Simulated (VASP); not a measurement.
# Si2B3 (Cmmm) in VASP: notebook

The runs below take Si2B3 through single point, relaxation of cell and atoms, with PBE.

Program: VASP 6.6.1. These are calculated values, not measurements. Logs are shortened: lines on timing, memory, paths and dates and some standing lists are left out, and cuts for length are marked.

## (1) The cell of the first run

Symmetry: Cmmm, No. 65, orthorhombic system. Conventional cell: a = 4.799 Å, b = 5.087 Å, c = 4.257 Å, α = 90.00°, β = 90.00°, γ = 90.00°. Within 2.9 Å of Si (site symmetry m2m) lie 4 B at 2.20 to 2.41 Å and 4 Si at 2.28 to 2.81 Å. B (site symmetry m2m) has 2 B at 1.68 to 1.70 Å within 2.2 Å. B (site symmetry mmm) has 2 B at 1.70 Å within 2.3 Å.

## (2) Single point, PBE

Input file INCAR:

```
ALGO     = Normal         # electronic algorithm
EDIFF    = 1E-6           # SCF threshold, eV
ENCUT    = 500            # plane-wave cutoff, eV
GGA      = PE             # functional
GGA_COMPAT= F            
ISIF     = 2              # what is computed and relaxed
ISMEAR   = 0              # smearing method
LASPH    = T              # aspherical terms in the spheres
LCHARG   = F              # write CHGCAR
LREAL    = F              # projectors in reciprocal space
LWAVE    = F              # write WAVECAR
NBANDS   = 16             # bands
NELM     = 120            # most SCF steps
PREC     = Accurate       # precision mode
SIGMA    = 0.2            # smearing width, eV
```

Input file KPOINTS:

```
k-points
0
Gamma
  4 4 4
```

Input file POSCAR:

```
Si2B3
1.0
    2.3994474514     -2.5435157490      0.0000000000
    2.3994474514      2.5435157490      0.0000000000
    0.0000000000      0.0000000000      4.2573052586
Si B
2 3
Direct
    0.7759770534      0.2240229466      0.0000000000
    0.2240229466      0.7759770534      0.0000000000
    0.6654545626      0.3345454374      0.5000000000
    0.3345454374      0.6654545626      0.5000000000
    0.0000000000      0.0000000000      0.5000000000
```

Potentials or basis: VASP PAW PBE potentials, release 64 (Si, B).

Run with:

```sh
cat potpaw_PBE.64/Si/POTCAR potpaw_PBE.64/B/POTCAR > POTCAR
mpirun -np 1 vasp_std > vasp.out
```

OUTCAR:

```text
EDIFF = 1E-6
   ENCUT = 500
   GGA = PE
   ISIF = 2
   ISMEAR = 0
   LASPH = T
   LREAL = F
   NELM = 120
   PREC = Accurate

 ion  position               nearest neighbor table
   1  0.776  0.224  0.000-   3 2.20   3 2.20   2 2.28   2 2.41   2 2.41   5 2.41   5 2.41   2 2.81

   2  0.224  0.776  0.000-   4 2.20   4 2.20   1 2.28   1 2.41   1 2.41   5 2.41   5 2.41   1 2.81

   3  0.665  0.335  0.500-   4 1.68   5 1.70   1 2.20   1 2.20
   4  0.335  0.665  0.500-   3 1.68   5 1.70   2 2.20   2 2.20
   5  0.000  0.000  0.500-   3 1.70   4 1.70   1 2.41   2 2.41   1 2.41   2 2.41

  LATTYP: Found a base centered orthorhombic cell.
 ALAT       =     4.7988949028
 B/A-ratio  =     1.0600422808
 C/A-ratio  =     0.8871428412

  Lattice vectors:

 A1 = (   2.3994474514,  -2.5435157490,   0.0000000000)
 A2 = (   2.3994474514,   2.5435157490,   0.0000000000)
 A3 = (   0.0000000000,   0.0000000000,   4.2573052586)

Analysis of symmetry for initial positions (statically):
=====================================================================
 Subroutine PRICEL returns:
 Original cell was already a primitive cell.

 Routine SETGRP: Setting up the symmetry group for a
 base centered orthorhombic supercell.

 Subroutine GETGRP returns: Found  8 space group operations
 (whereof  8 operations were pure point group operations)
 out of a pool of  8 trial point group operations.

The static configuration has the point symmetry D_2h.

Analysis of symmetry for dynamics (positions and initial velocities):
=====================================================================
 Subroutine PRICEL returns:
 Original cell was already a primitive cell.

 Routine SETGRP: Setting up the symmetry group for a
 base centered orthorhombic supercell.

 Subroutine GETGRP returns: Found  8 space group operations
 (whereof  8 operations were pure point group operations)
 out of a pool of  8 trial point group operations.

The dynamic configuration has the point symmetry D_2h.

 Subroutine INISYM returns: Found  8 space group operations
 (whereof  8 operations are pure point group operations),
 and found     1 'primitive' translations

----------------------------------------------------------------------------------------

                                     Primitive cell

  volume of cell :      51.9649

  direct lattice vectors                    reciprocal lattice vectors
     2.399447451 -2.543515749  0.000000000     0.208381309 -0.196578299  0.000000000
     2.399447451  2.543515749  0.000000000     0.208381309  0.196578299  0.000000000
     0.000000000  0.000000000  4.257305259     0.000000000  0.000000000  0.234890368

  length of vectors
     3.496687066  3.496687066  4.257305259     0.286471286  0.286471286  0.234890368

  position of ions in fractional coordinates (direct lattice)
     0.775977053  0.224022947  0.000000000
     0.224022947  0.775977053  0.000000000
     0.665454563  0.334545437  0.500000000
     0.334545437  0.665454563  0.500000000
     0.000000000  0.000000000  0.500000000

  ion indices of the primitive-cell ions
   primitive index   ion index
                 1           1
                 2           2
                 3           3
                 4           4
                 5           5

----------------------------------------------------------------------------------------

 KPOINTS: k-points

Automatic generation of k-mesh.
 Grid dimensions read from file:
 generate k-points for:    4    4    4

 Generating k-lattice:

  Cartesian coordinates                     Fractional coordinates (reciprocal lattice)
     0.052095327 -0.049144575  0.000000000     0.250000000 -0.000000000  0.000000000
     0.052095327  0.049144575  0.000000000    -0.000000000  0.250000000  0.000000000
     0.000000000  0.000000000  0.058722592     0.000000000  0.000000000  0.250000000

  Length of vectors
     0.071617821  0.071617821  0.058722592

  Shift w.r.t. Gamma in fractional coordinates (k-lattice)
     0.000000000  0.000000000  0.000000000

 Subroutine IBZKPT returns following result:
 ===========================================

 Found     21 irreducible k-points:

 Following reciprocal coordinates:
            Coordinates               Weight
  0.000000  0.000000  0.000000      1.000000
  0.250000 -0.000000  0.000000      4.000000
  0.500000 -0.000000  0.000000      2.000000
  0.250000  0.250000  0.000000      2.000000
  0.500000  0.250000  0.000000      4.000000
 -0.250000  0.250000  0.000000      2.000000
[... 13 lines left out ...]
 -0.250000  0.250000  0.500000      2.000000
  0.500000  0.500000  0.500000      1.000000
   k-points           NKPTS =     21   k-points in BZ     NKDIM =     21   number of bands    NBANDS=     16
   number of dos      NEDOS =    301   number of ions     NIONS =      5
   total plane-waves  NPLWV =  25088
   dimension x,y,z NGX =    28 NGY =   28 NGZ =   32
   dimension x,y,z NGXF=    56 NGYF=   56 NGZF=   64
   ions per type =               2   3
   NGX,Y,Z   is equivalent  to a cutoff of  13.31, 13.31, 12.50 a.u.
   NGXF,Y,Z  is equivalent  to a cutoff of  26.62, 26.62, 24.99 a.u.
 SYSTEM =  unknown system
   PREC   = accura    normal or accurate (medium, high low for compatibility)
   ISTART =      0    job   : 0-new  1-cont  2-samecut
   ICHARG =      2    charge: 1-file 2-atom 10-const
   ISPIN  =      1    spin polarized calculation?
   LNONCOLLINEAR =      F non collinear calculations
   LSORBIT =      F    spin-orbit coupling
   LASPH  =      T    aspherical Exc in radial PAW
   ENCUT  =  500.0 eV  36.75 Ry    6.06 a.u.   6.38  6.38  7.76*2*pi/ulx,y,z
   NELM   =    120;   NELMIN=  2; NELMDL= -5     # of ELM steps
   EDIFF  = 0.1E-05   stopping-criterion for ELM
   LREAL  =      F    real-space projection
   EDIFFG = 0.1E-04   stopping-criterion for IOM
   NSW    =      0    number of steps for IOM
   IBRION =     -1    ionic relax: 0-MD 1-quasi-New 2-CG
   NFREE  =      0    steps in history (QN), initial steepest desc. (CG)
   ISIF   =      2    stress and relaxation
   ISYM   =      2    0-nonsym 1-usesym 2-fastsym
   POTIM  = 0.5000    time-step for ionic-motion
   TEBEG  =    0.0;   TEEND  =   0.0 temperature during run
   PSTRESS=    0.0 pullay stress
   NELECT =      17.0000    total number of electrons
   NUPDOWN=      -1.0000    fix difference up-down
   EMIN   =  10.00;   EMAX   =-10.00  energy-range for DOS
   EFERMI =   0.00;   METHOD = LEGACY
   ISMEAR =     0;   SIGMA  =   0.20  broadening in eV -4-tet -1-fermi 0-gaus
   EFERMI_NEDOS =   21; number of points for ismear=-14 and -15
   IALGO  =     38    algorithm
   IMIX   =      4    mixing-type and parameters
     AMIX     =   0.40;   BMIX     =  1.00
     AMIX_MAG =   1.60;   BMIX_MAG =  1.00
  volume/ion in A,a.u.               =      10.39        70.14
  Fermi-wavevector in a.u.,A,eV,Ry     =   1.128031  2.131669 17.312783  1.272454
  Thomas-Fermi vector in A             =   2.264719
   LORBIT       =      0    0 simple, 1 ext, 2 COOP (PROOUT), +10 PAW based schemes
   GGA     = PE    functional components
   LHFCALC =     F    Hartree Fock is set to
   AEXX    =    0.0000 exact exchange contribution
   IVDW    =     0    specifies the selected vdW correction
   LEPSILON=     F    determine dielectric tensor
   LRPA    =     F    only Hartree local field effects (RPA)
 non-spin polarized calculation
 Gauss-broadening in eV      SIGMA  =   0.20
  energy-cutoff  :      500.00
  volume of cell :       51.96
 maximum number of plane-waves:      1356
 NGX is ok and might be reduce to    28
   NGX = 13   NGY = 13   NGZ = 15

 number of electron      16.9999999 magnetization

 Free energy of the ion-electron system (eV)
  ---------------------------------------------------
  ext. energy  EPLUGINS =         0.00000000
  ---------------------------------------------------
  free energy    TOTEN  =       -27.45643137 eV

  energy without entropy =      -27.42836540  energy(sigma->0) =      -27.44239838

 E-fermi :   8.1143     XC(G=0): -11.3457

 val. band max:        8.1059626043   @ k =   0.0000   0.0000   0.5000
 cond. band min:       8.2007539649   @ k =   0.0000   0.0000   0.0000
 fundamental gap:      0.0947913606
 Fermi energy:         8.1143481942

 k-point     1 :       0.0000    0.0000    0.0000
  band No.  band energies     occupation
      1      -6.5143      2.00000
      2       0.6444      2.00000
      3       0.7750      2.00000
      4       1.6926      2.00000
      5       2.5528      2.00000
      6       4.9041      2.00000
[... 8 lines left out ...]
     15      15.3452      0.00000
     16      15.4291      0.00000

 k-point     2 :       0.2500   -0.0000    0.0000
  band No.  band energies     occupation
      1      -5.8550      2.00000
      2      -0.8188      2.00000
      3       1.2896      2.00000
      4       1.4058      2.00000
      5       2.9502      2.00000
      6       4.9927      2.00000
[... 8 lines left out ...]
     15      15.3516      0.00000
     16      15.5737      0.00000

 k-point     3 :       0.5000   -0.0000    0.0000
  band No.  band energies     occupation
      1      -4.2040      2.00000
      2      -3.5433      2.00000
      3       2.8692      2.00000
      4       2.9116      2.00000
      5       3.1860      2.00000
      6       3.5479      2.00000
[... 8 lines left out ...]
     15      15.6720      0.00000
     16      16.0335      0.00000
[... 305 lines left out ...]
 k-point    20 :      -0.2500    0.2500    0.5000
  band No.  band energies     occupation
      1      -3.6706      2.00000
      2      -3.2579      2.00000
      3       0.3906      2.00000
      4       1.7082      2.00000
      5       3.3187      2.00000
      6       3.4131      2.00000
[... 8 lines left out ...]
     15      14.1613      0.00000
     16      15.3397      0.00000

 k-point    21 :       0.5000    0.5000    0.5000
  band No.  band energies     occupation
      1      -0.9747      2.00000
      2      -0.7066      2.00000
      3      -0.1099      2.00000
      4       0.2118      2.00000
      5       0.2577      2.00000
      6       1.9311      2.00000
[... 8 lines left out ...]
     15      16.7203      0.00000
     16      16.7395      0.00000

------------------------ aborting loop because EDIFF is reached ----------------------------------------

  FORCE on cell =-STRESS in cart. coord.  units (eV):
  Direction    XX          YY          ZZ          XY          YZ          ZX
  --------------------------------------------------------------------------------------
  -------------------------------------------------------------------------------------
  Total       -0.1751667     -0.0289398      0.2311736      0.0000000      0.0000000      0.0000000
  in kB       -5.4007196     -0.8922701      7.1275195      0.0000000      0.0000000      0.0000000
  external PRESSURE =       0.2781766 kB  Pullay stress =       0.0000000 kB

 VOLUME and BASIS-vectors are now :
 -----------------------------------------------------------------------------
  energy-cutoff  :      500.00
  volume of cell :       51.96
      direct lattice vectors                 reciprocal lattice vectors
     2.399447451 -2.543515749  0.000000000     0.208381309 -0.196578299  0.000000000
     2.399447451  2.543515749  0.000000000     0.208381309  0.196578299  0.000000000
     0.000000000  0.000000000  4.257305259     0.000000000  0.000000000  0.234890368

 POSITION                                       TOTAL-FORCE (eV/Angst)
 -----------------------------------------------------------------------------------
      2.39945     -1.40390      0.00000         0.000000      0.025551      0.000000
      2.39945      1.40390      0.00000         0.000000     -0.025551      0.000000
      2.39945     -0.84167      2.12865         0.000000     -0.031104      0.000000
      2.39945      0.84167      2.12865         0.000000      0.031104      0.000000
      0.00000      0.00000      2.12865         0.000000      0.000000      0.000000
 -----------------------------------------------------------------------------------
    total drift:                               -0.000000     -0.000000      0.000000

  FREE ENERGIE OF THE ION-ELECTRON SYSTEM (eV)
  ---------------------------------------------------
  free  energy   TOTEN  =       -27.4564313706 eV

  energy  without entropy=      -27.4283653982  energy(sigma->0) =      -27.44239838
```

Wall time 13 s (1 thread of AMD EPYC 7R13 (Zen 3), shared host); peak memory 0.13 GiB.

What came out:

```
Free energy   : -27.4564 eV
Pressure      : 0.0 GPa
Largest force : 0.031 eV/Å
```

Forces in eV/Å, atoms in the order of the input:
```
Si   0.000  0.026  0.000
Si   0.000 -0.026  0.000
B    0.000 -0.031  0.000
B    0.000  0.031  0.000
B    0.000  0.000  0.000
```

Stress tensor (GPa, compression positive):
```
-0.54  0.00  0.00
 0.00 -0.09  0.00
 0.00  0.00  0.71
```

Caveat: the k points lie up to 0.45 Å⁻¹ apart.

(Part 1 of 2 ends here.)
